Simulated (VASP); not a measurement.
# Zn (Fd-3m) in VASP: further runs, part 2 of 2

VASP 6.6.1. The steps go on from the part before.

### Step 3. Relaxation of cell and atoms, PBE, target pressure 10 GPa, at which the enthalpy is minimised

INCAR reads:

```
SYSTEM = Zn
PREC     = Accurate       ! precision mode
ENCUT    = 600            ! plane-wave cutoff, eV
EDIFF    = 1E-7           ! SCF threshold, eV
ISMEAR   = -1             ! smearing method
SIGMA    = 0.05           ! smearing width, eV
LREAL    = .False.        ! projectors in reciprocal space
LASPH    = .True.         ! aspherical terms in the spheres
NELM     = 80             ! most SCF steps
ALGO     = Normal         ! electronic algorithm
ISIF     = 3              ! what is computed and relaxed
LWAVE    = .False.        ! write WAVECAR
LCHARG   = .False.        ! write CHGCAR
GGA      = PE             ! functional
IBRION   = 2              ! ionic algorithm
NSW      = 80             ! ionic steps
EDIFFG   = -0.02          ! ionic threshold
PSTRESS  = 100.0
```

KPOINTS reads:

```
Automatic mesh
0
Gamma
  7 7 7
  0 0 0
```

POSCAR reads:

```
Zn
1.0
    0.0000000000      2.7100000000      2.7100000000
    2.7100000000      0.0000000000      2.7100000000
    2.7100000000      2.7100000000      0.0000000000
Zn
2
Direct
    0.0000000000      0.0000000000      0.0000000000
    0.2500000000      0.2500000000      0.2500000000
```

Potentials or basis: VASP PAW PBE potentials, release 64 (Zn).

On the command line:

```bash
$ cat potpaw_PBE.64/Zn/POTCAR > POTCAR
$ mpirun -np 1 vasp_std > vasp.out
```

Wall time 18 s (1 thread of AMD EPYC 7R13 (Zen 3), shared host); peak memory 0.15 GiB.

The run converged. Its results:

| Quantity | Value |
| --- | --- |
| Free energy | -1.0391 eV |
| Relaxed volume | 20.02 Å³/atom |
| Relaxed cell | a = 3.840 Å, b = 3.840 Å, c = 3.840 Å, α = 60.00°, β = 60.00°, γ = 60.00° |
| Space group after relaxing (to 0.05 Å) | Fd-3m (No. 227) |
| Energy change on relaxing (the enthalpy is what falls) | -7.2 meV/atom |
| Ionic steps | 2 |
| Pressure after relaxing | 9.9 GPa |
| Band gap on the k mesh | zero (band 12 reaches 7.41 eV, above the bottom of band 13 at 0.35 eV) |

The path:
```csv
step,energy change (eV),largest force (eV/Å),pressure (GPa),volume (Å³)
1,0.0000,0.0000,10.32,39.81
2,-0.0143,0.0000,9.90,40.03
```

Final structure:
```
CELL_PARAMETERS angstrom
0.00000 2.71515 2.71515
2.71515 0.00000 2.71515
2.71515 2.71515 0.00000
ATOMIC_POSITIONS crystal
Zn 0.00000 0.00000 0.00000
Zn 0.25000 0.25000 0.25000
```

Levels at points of the mesh, in eV from the Fermi level:
```csv
k point,band 8,band 9,band 10,band 11,band 12,band 13,band 14,band 15,band 16
"(0.00, 0.00, 0.00)",-7.23,-7.23,-6.91,-6.91,6.15,6.15,6.15,7.53,7.53
```

Caveat: the cell is relaxed towards a set pressure, so the enthalpy falls and the energy may rise.

### Step 4. Relaxation of cell and atoms, PBE, target pressure 20 GPa, at which the enthalpy is minimised

INCAR reads:

```
PREC = Accurate ; ENCUT = 600
EDIFF = 1E-6 ; ISMEAR = -1
SIGMA = 0.05 ; LREAL = F
LASPH = T ; NELM = 60
ALGO = Normal ; ISIF = 3
LWAVE = F ; LCHARG = F
GGA = PE ; IBRION = 2
NSW = 80 ; EDIFFG = -0.02
PSTRESS = 200.0
```

KPOINTS reads:

```
regular mesh
0
Gamma
  7 7 7
```

POSCAR is that of step 3.

Potentials or basis: VASP PAW PBE potentials, release 64 (Zn).

On the command line:

```bash
$ cat potpaw_PBE.64/Zn/POTCAR > POTCAR
$ mpirun -np 1 vasp_std > vasp.out
```

OUTCAR:

```text
PREC = Accurate
   ENCUT = 600
   EDIFF = 1E-6
   ISMEAR = -1
   LREAL = F
   LASPH = T
   NELM = 60
   ISIF = 3
   GGA = PE
   IBRION = 2
   NSW = 80
   EDIFFG = -0.02
   PSTRESS = 200.0

 ion  position               nearest neighbor table
   1  0.000  0.000  0.000-   2 2.35   2 2.35   2 2.35   2 2.35
   2  0.250  0.250  0.250-   1 2.35   1 2.35   1 2.35   1 2.35

  LATTYP: Found a face centered cubic cell.
 ALAT       =     5.4200000000

  Lattice vectors:

 A1 = (   0.0000000000,   2.7100000000,   2.7100000000)
 A2 = (   2.7100000000,   0.0000000000,   2.7100000000)
 A3 = (   2.7100000000,   2.7100000000,   0.0000000000)

Analysis of symmetry for initial positions (statically):
=====================================================================
 Subroutine PRICEL returns:
 Original cell was already a primitive cell.

 Routine SETGRP: Setting up the symmetry group for a
 face centered cubic supercell.

 Subroutine GETGRP returns: Found 48 space group operations
 (whereof 24 operations were pure point group operations)
 out of a pool of 48 trial point group operations.

The static configuration has the point symmetry T_d .
 The point group associated with its full space group is O_h .

Analysis of symmetry for dynamics (positions and initial velocities):
=====================================================================
 Subroutine PRICEL returns:
[... 135 lines left out ...]
   LRPA    =     F    only Hartree local field effects (RPA)
 conjugate gradient relaxation of ions
 non-spin polarized calculation
  energy-cutoff  :      600.00
  volume of cell :       39.81
 maximum number of plane-waves:      1363
   NGX = 15   NGY = 15   NGZ = 15

--------------------------------------- Ionic step        1  -------------------------------------------

 number of electron      24.0000005 magnetization

 Free energy of the ion-electron system (eV)
  ---------------------------------------------------
  ext. energy  EPLUGINS =         0.00000000
  ---------------------------------------------------
  free energy    TOTEN  =        -1.02478163 eV

  energy without entropy =       -1.01567551  energy(sigma->0) =       -1.02022857

 E-fermi :   1.2967     XC(G=0):  -9.9372

 val. band max:        1.2050722771   @ k =  -0.4286   0.4286   0.0000
 cond. band min:       1.3323963683   @ k =   0.4286   0.2857   0.1429
 fundamental gap:      0.1273240912
 Fermi energy:         1.2967348603

 k-point     1 :       0.0000    0.0000    0.0000
  band No.  band energies     occupation
      1      -7.4085      2.00000
      2      -6.7752      2.00000
      3      -6.7752      2.00000
      4      -6.7752      2.00000
      5      -6.7293      2.00000
      6      -6.7293      2.00000
[... 444 lines left out ...]
--------------------------------------- Ionic step        3  -------------------------------------------

 number of electron      24.0000018 magnetization

 Free energy of the ion-electron system (eV)
  ---------------------------------------------------
  ext. energy  EPLUGINS =         0.00000000
  ---------------------------------------------------
  free energy    TOTEN  =        -0.65368558 eV

  energy without entropy =       -0.64713730  energy(sigma->0) =       -0.65041144

 E-fermi :   1.8790     XC(G=0): -10.4638

 val. band max:        1.7867461926   @ k =   0.2857   0.0000   0.0000
 cond. band min:       1.8971405836   @ k =  -0.4286   0.4286   0.1429
 fundamental gap:      0.1103943910
 Fermi energy:         1.8790372281

 k-point     1 :       0.0000    0.0000    0.0000
  band No.  band energies     occupation
      1      -7.4696      2.00000
      2      -6.5230      2.00000
      3      -6.5230      2.00000
      4      -6.5230      2.00000
      5      -6.4778      2.00000
      6      -6.4778      2.00000
[... 402 lines left out ...]
  energy  without entropy=       -0.6471372992  energy(sigma->0) =       -0.65041144

  enthalpy is  TOTEN    =         3.8077291341 eV   P V=        4.4614147183

 reached required accuracy - stopping structural energy minimisation
```

Run time: 26 s. Hardware: 1 thread of AMD EPYC 7R13 (Zen 3), shared host; peak memory 0.15 GiB.

What came out:

| Quantity | Value |
| --- | --- |
| Free energy | -0.6537 eV |
| Relaxed volume | 17.87 Å³/atom |
| Relaxed cell | a = 3.697 Å, b = 3.697 Å, c = 3.697 Å, α = 60.00°, β = 60.00°, γ = 60.00° |
| Space group after relaxing (to 0.05 Å) | Fd-3m (No. 227) |
| Energy change on relaxing (the enthalpy is what falls) | +185.5 meV/atom |
| Ionic steps | 3 |
| Pressure after relaxing | 19.8 GPa |
| Band gap on the k mesh | zero (band 12 reaches 8.67 eV, above the bottom of band 13 at 0.73 eV) |

The path:
| step | energy change (eV) | largest force (eV/Å) | pressure (GPa) | volume (Å³) |
| --- | --- | --- | --- | --- |
| 1 | 0.0000 | 0.0000 | 10.32 | 39.81 |
| 2 | 0.7462 | 0.0000 | 29.27 | 33.27 |
| 3 | 0.3711 | 0.0000 | 19.83 | 35.74 |

Final structure:
```xyz
2
Lattice="0.0000 2.6144 2.6144 2.6144 0.0000 2.6144 2.6144 2.6144 0.0000" Properties=species:S:1:pos:R:3 pbc="T T T"
Zn    0.0000    0.0000    0.0000
Zn    1.3072    1.3072    1.3072
```

Caveat: the cell is relaxed towards a set pressure, so the enthalpy falls and the energy may rise.

### Step 5. Summary

| cell | gap on the mesh (eV) | pressure (GPa) |
| --- | --- | --- |
| relaxed to 5 GPa | none | 5.0 |
| relaxed to 10 GPa | none | 9.9 |
| relaxed to 20 GPa | none | 19.8 |

Alike in all rows: task relaxation of cell and atoms; level PBE; potentials or basis VASP PAW PBE potentials, release 64 (Zn); no spin polarisation; k mesh 7 × 7 × 7; cutoff (eV) 600; smearing fermi-dirac 0.05 eV.

Caveats: the cell is relaxed towards a set pressure, so the enthalpy falls and the energy may rise.

Absolute energies hang on the potentials; compare differences alone.
